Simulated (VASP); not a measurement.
# Mg (P6_3/mmc) in VASP: a series of runs

Mg is run at these levels: PBE; tasks: single point.

Program: VASP 6.6.1. These are calculated values, not measurements. Logs are shortened: lines on timing, memory, paths and dates and some standing lists are left out, and cuts for length are marked.

## Step 1: The cell of the first run

The structure is hexagonal, space group P6_3/mmc (No. 194). Conventional cell: a = 3.197 Å, b = 3.197 Å, c = 10.398 Å, α = 90.00°, β = 90.00°, γ = 120.00°. Within 4.2 Å of Mg (site symmetry -3m) lie 12 Mg at 3.19 to 3.20 Å. Within 4.2 Å of Mg (site symmetry -6m2) lie 12 Mg at 3.19 to 3.20 Å.

## Step 2: Single point, PBE (23.01 Å³/atom)

INCAR reads:

```
SYSTEM = Mg
PREC = Accurate
ENCUT = 520
EDIFF = 1E-7
ISMEAR = -1
SIGMA = 0.1
LREAL = .FALSE.
LASPH = .TRUE.
NELM = 80
ALGO = Normal
ISIF = 2
LWAVE = .FALSE.
LCHARG = .FALSE.
GGA = PE
NBANDS = 12
```

KPOINTS reads:

```
regular mesh
0
G
  13 13 4
  0 0 0
```

POSCAR reads:

```
Mg
1.0
    3.1968208798      0.0000000000      0.0000000000
   -1.5984104399      2.7685280933      0.0000000000
    0.0000000000      0.0000000000     10.3982063196
Mg
4
Direct
    0.0000000000      0.0000000000      1.0000000000
    1.0000000000      0.0000000000      0.5000000000
    0.3333333333      0.6666666667      0.2500000000
    0.6666666667      0.3333333333      0.7500000000
```

Potentials or basis: VASP PAW PBE potentials, release 64 (Mg).

Command:

```console
$ cat potpaw_PBE.64/Mg/POTCAR > POTCAR
$ mpirun -np 1 vasp_std > vasp.out
```

OUTCAR:

```text
SYSTEM = Mg
   PREC = Accurate
   ENCUT = 520
   EDIFF = 1E-7
   ISMEAR = -1
   LREAL = .FALSE.
   LASPH = .TRUE.
   NELM = 80
   ISIF = 2
   GGA = PE

 ion  position               nearest neighbor table
   1  0.000  0.000  0.000-   3 3.19   4 3.19   4 3.19   3 3.19   4 3.19   3 3.19
   2  0.000  0.000  0.500-   3 3.19   4 3.19   4 3.19   3 3.19   4 3.19   3 3.19
   3  0.333  0.667  0.250-   1 3.19   2 3.19   1 3.19   2 3.19   1 3.19   2 3.19
   4  0.667  0.333  0.750-   1 3.19   2 3.19   1 3.19   2 3.19   1 3.19   2 3.19

  LATTYP: Found a hexagonal cell.
 ALAT       =     3.1968208798
 C/A-ratio  =     3.2526709223

  Lattice vectors:

 A1 = (   3.1968208798,   0.0000000000,   0.0000000000)
 A2 = (  -1.5984104399,   2.7685280933,   0.0000000000)
 A3 = (   0.0000000000,   0.0000000000,  10.3982063196)

Analysis of symmetry for initial positions (statically):
=====================================================================
 Subroutine PRICEL returns:
 Original cell was already a primitive cell.

 Routine SETGRP: Setting up the symmetry group for a
 hexagonal supercell.

 Subroutine GETGRP returns: Found 24 space group operations
 (whereof 12 operations were pure point group operations)
 out of a pool of 24 trial point group operations.

The static configuration has the point symmetry D_3d.
 The point group associated with its full space group is D_6h.

Analysis of symmetry for dynamics (positions and initial velocities):
=====================================================================
 Subroutine PRICEL returns:
 Original cell was already a primitive cell.

 Routine SETGRP: Setting up the symmetry group for a
 hexagonal supercell.

 Subroutine GETGRP returns: Found 24 space group operations
 (whereof 12 operations were pure point group operations)
 out of a pool of 24 trial point group operations.

The dynamic configuration has the point symmetry D_3d.
 The point group associated with its full space group is D_6h.

 Subroutine INISYM returns: Found 24 space group operations
 (whereof 12 operations are pure point group operations),
 and found     1 'primitive' translations

----------------------------------------------------------------------------------------

                                     Primitive cell

  volume of cell :      92.0292

  direct lattice vectors                    reciprocal lattice vectors
     3.196820880  0.000000000  0.000000000     0.312810770  0.180601382  0.000000000
    -1.598410440  2.768528093  0.000000000     0.000000000  0.361202764  0.000000000
     0.000000000  0.000000000 10.398206320     0.000000000  0.000000000  0.096170433
[... 103 lines left out ...]
   ISMEAR =    -1;   SIGMA  =   0.10  broadening in eV -4-tet -1-fermi 0-gaus
   EFERMI_NEDOS =   21; number of points for ismear=-14 and -15
   IALGO  =     38    algorithm
   IMIX   =      4    mixing-type and parameters
     AMIX     =   0.40;   BMIX     =  1.00
     AMIX_MAG =   1.60;   BMIX_MAG =  1.00
  volume/ion in A,a.u.               =      23.01       155.26
  Fermi-wavevector in a.u.,A,eV,Ry     =   0.725209  1.370446  7.155678  0.525927
  Thomas-Fermi vector in A             =   1.815873
   LORBIT       =      0    0 simple, 1 ext, 2 COOP (PROOUT), +10 PAW based schemes
   GGA     = PE    functional components
   LHFCALC =     F    Hartree Fock is set to
   AEXX    =    0.0000 exact exchange contribution
   IVDW    =     0    specifies the selected vdW correction
   LEPSILON=     F    determine dielectric tensor
   LRPA    =     F    only Hartree local field effects (RPA)
 non-spin polarized calculation
  energy-cutoff  :      520.00
  volume of cell :       92.03
 maximum number of plane-waves:      2507
 NGX is ok and might be reduce to    24
   NGX = 11   NGY = 11   NGZ = 39

 number of electron       8.0000000 magnetization

 Free energy of the ion-electron system (eV)
  ---------------------------------------------------
  ext. energy  EPLUGINS =         0.00000000
  ---------------------------------------------------
  free energy    TOTEN  =        -6.02039321 eV

  energy without entropy =       -5.95241612  energy(sigma->0) =       -5.98640467

 E-fermi :   2.6649     XC(G=0):  -8.4845

 val. band max:        2.6555173665   @ k =   0.3077   0.2308   0.5000
 cond. band min:       2.6747400353   @ k =   0.3846   0.0769   0.5000
 fundamental gap:      0.0192226688
 Fermi energy:         2.6648763054

 k-point     1 :       0.0000    0.0000    0.0000
  band No.  band energies     occupation
      1      -4.3005      2.00000
      2      -2.9145      2.00000
      3      -2.9139      2.00000
      4       0.9322      2.00000
      5       1.3636      2.00000
      6       7.6133      0.00000
      7       7.6220      0.00000
      8      13.5860      0.00000
      9      13.5860      0.00000
     10      13.6441      0.00000
     11      13.6441      0.00000
     12      14.3649      0.00000
[... 331 lines left out ...]
 k-point    24 :       0.1538    0.0000    0.2500
  band No.  band energies     occupation
      1      -3.7486      2.00000
      2      -3.0570      2.00000
      3      -1.6886      2.00000
      4       0.3212      2.00000
      5       2.9985      0.06870
      6       6.1830      0.00000
      7       9.1331      0.00000
      8       9.7632      0.00000
      9      10.0965      0.00000
     10      11.0159      0.00000
     11      11.5500      0.00000
     12      12.1508      0.00000

 [... further k-points ...]

------------------------ aborting loop because EDIFF is reached ----------------------------------------

  FORCE on cell =-STRESS in cart. coord.  units (eV):
  Direction    XX          YY          ZZ          XY          YZ          ZX
  --------------------------------------------------------------------------------------
  -------------------------------------------------------------------------------------
  Total       -0.0153758     -0.0153758     -0.0261954      0.0000000     -0.0000000      0.0000000
  in kB       -0.2676842     -0.2676842     -0.4560471      0.0000000     -0.0000000      0.0000000
  external PRESSURE =      -0.3304718 kB  Pullay stress =       0.0000000 kB

 VOLUME and BASIS-vectors are now :
 -----------------------------------------------------------------------------
  energy-cutoff  :      520.00
  volume of cell :       92.03
      direct lattice vectors                 reciprocal lattice vectors
     3.196820880  0.000000000  0.000000000     0.312810770  0.180601382  0.000000000
    -1.598410440  2.768528093  0.000000000     0.000000000  0.361202764  0.000000000
     0.000000000  0.000000000 10.398206320     0.000000000  0.000000000  0.096170433

 POSITION                                       TOTAL-FORCE (eV/Angst)
 -----------------------------------------------------------------------------------
      0.00000      0.00000      0.00000         0.000000      0.000000      0.000000
      0.00000      0.00000      5.19910         0.000000      0.000000      0.000000
     -0.00000      1.84569      2.59955         0.000000      0.000000      0.000000
      1.59841      0.92284      7.79865        -0.000000      0.000000     -0.000000
 -----------------------------------------------------------------------------------
    total drift:                                0.000000     -0.000000      0.000000

  FREE ENERGIE OF THE ION-ELECTRON SYSTEM (eV)
  ---------------------------------------------------
  free  energy   TOTEN  =        -6.0203932096 eV

  energy  without entropy=       -5.9524161245  energy(sigma->0) =       -5.98640467
```

stdout:

```text
POSCAR found type information on POSCAR Mg
 POSCAR found :  1 types and       4 ions
 scaLAPACK will be used
 LDA part: xc-table for (Slater+PW92), standard interpolation
 POSCAR, INCAR and KPOINTS ok, starting setup
 FFT: planning ... GRIDC
 FFT: planning ... GRID_SOFT
 FFT: planning ... GRID
 WAVECAR not read
 entering main loop
```

It took 18 s on 1 thread of Intel Xeon 6975P-C (Granite Rapids), shared host; peak memory 0.22 GiB.

Results:

* Free energy: -6.0204 eV
* Pressure: 0.0 GPa
* Band gap on the k mesh: zero (bands 4 and 5 overlap by 2.43 eV)

Levels at points of the mesh, in eV from the Fermi level:
```tsv
k point	band 1	band 2	band 3	band 4	band 5	band 6	band 7	band 8
(0.00, 0.00, 0.00)	-6.97	-5.58	-5.58	-1.73	-1.30	4.95	4.96	10.92
(0.00, 0.00, 0.50)	-6.62	-6.62	-3.87	-3.87	1.44	1.44	8.92	8.92
```

## Step 3: Single point, PBE (23.93 Å³/atom)

This run uses another cell than the first one, of 23.93 Å³/atom.

INCAR reads:

```
SYSTEM = Mg
ALGO = Normal
EDIFF = 1E-6
ENCUT = 520
GGA = PE
ISIF = 2
ISMEAR = -1
LASPH = .True.
LCHARG = .False.
LREAL = .False.
LWAVE = .False.
NBANDS = 12
NELM = 60
PREC = Accurate
SIGMA = 0.1
```

KPOINTS reads:

```
k-points
0
Gamma
  13 13 4
  0 0 0
```

POSCAR reads:

```
Mg
1.0
    3.2388891367      0.0000000000      0.0000000000
   -1.6194445683      2.8049602724      0.0000000000
    0.0000000000      0.0000000000     10.5350405155
Mg
4
Direct
    0.0000000000      0.0000000000      1.0000000000
    1.0000000000      0.0000000000      0.5000000000
    0.3333333333      0.6666666667      0.2500000000
    0.6666666667      0.3333333333      0.7500000000
```

Potentials or basis: VASP PAW PBE potentials, release 64 (Mg).

Command:

```console
$ cat potpaw_PBE.64/Mg/POTCAR > POTCAR
$ mpirun -np 1 vasp_std > vasp.out
```

It took 16 s on 1 thread of Intel Xeon 6975P-C (Granite Rapids), shared host; peak memory 0.23 GiB.

It converged, with:

| Quantity | Value |
| --- | --- |
| Free energy | -6.0043 eV |
| Pressure | -1.3 GPa |
| Band gap on the k mesh | zero (bands 4 and 5 overlap by 2.43 eV) |

Levels at points of the mesh, in eV from the Fermi level:
```
           k point  band 1  band 2  band 3  band 4  band 5  band 6  band 7  band 8  band 9
(0.00, 0.00, 0.00)   -6.80   -5.45   -5.44   -1.67   -1.30    4.83    4.84   10.68   10.68
(0.00, 0.00, 0.50)   -6.46   -6.46   -3.78   -3.78    1.41    1.41    8.72    8.72   10.89
```

## Step 4: Single point, PBE (24.85 Å³/atom)

This run uses another cell than the first one, of 24.85 Å³/atom.

INCAR reads:

```
SYSTEM = Mg
ALGO = Normal ; EDIFF = 1E-7
ENCUT = 520 ; GGA = PE
ISIF = 2 ; ISMEAR = -1
LASPH = .TRUE. ; LCHARG = .FALSE.
LREAL = .FALSE. ; LWAVE = .FALSE.
NBANDS = 12 ; NELM = 60
PREC = Accurate ; SIGMA = 0.1
```

KPOINTS reads:

```
k-points
0
G
  13 13 4
  0 0 0
```

POSCAR reads:

```
Mg
1.0
    3.2798920862      0.0000000000      0.0000000000
   -1.6399460431      2.8404698683      0.0000000000
    0.0000000000      0.0000000000     10.6684096170
Mg
4
Direct
    0.0000000000      0.0000000000      1.0000000000
    1.0000000000      0.0000000000      0.5000000000
    0.3333333333      0.6666666667      0.2500000000
    0.6666666667      0.3333333333      0.7500000000
```

Command:

```console
$ cat potpaw_PBE.64/Mg/POTCAR > POTCAR
$ mpirun -np 1 vasp_std > vasp.out
```

It took 19 s on 1 thread of Intel Xeon 6975P-C (Granite Rapids), shared host; peak memory 0.23 GiB.

The run converged. Its results:

| Property | Result |
| --- | --- |
| Free energy | -5.9613 eV |
| Pressure | -2.4 GPa |
| Band gap on the k mesh | zero (bands 4 and 5 overlap by 2.42 eV) |

Levels at points of the mesh, in eV from the Fermi level:
| k point | band 1 | band 2 | band 3 | band 4 | band 5 | band 6 | band 7 | band 8 |
| --- | --- | --- | --- | --- | --- | --- | --- | --- |
| (0.00, 0.00, 0.00) | -6.64 | -5.32 | -5.32 | -1.60 | -1.30 | 4.73 | 4.73 | 10.44 |
| (0.00, 0.00, 0.50) | -6.31 | -6.31 | -3.70 | -3.70 | 1.37 | 1.37 | 8.54 | 8.54 |

## Step 5: The runs side by side

| cell | gap on the mesh (eV) | pressure (GPa) |
| --- | --- | --- |
| a = 3.197, b = 3.197, c = 10.398 Å, angles 90.0, 90.0, 120.0°, 4 atoms | none | 0.0 |
| a = 3.239, b = 3.239, c = 10.535 Å, angles 90.0, 90.0, 120.0°, 4 atoms | none | -1.3 |
| a = 3.280, b = 3.280, c = 10.668 Å, angles 90.0, 90.0, 120.0°, 4 atoms | none | -2.4 |

Alike in all rows: task single point; level PBE; potentials or basis VASP PAW PBE potentials, release 64 (Mg); no spin polarisation; k mesh 13 × 13 × 4; cutoff (eV) 520; smearing fermi-dirac 0.1 eV.

Absolute energies hang on the potentials; compare differences alone.
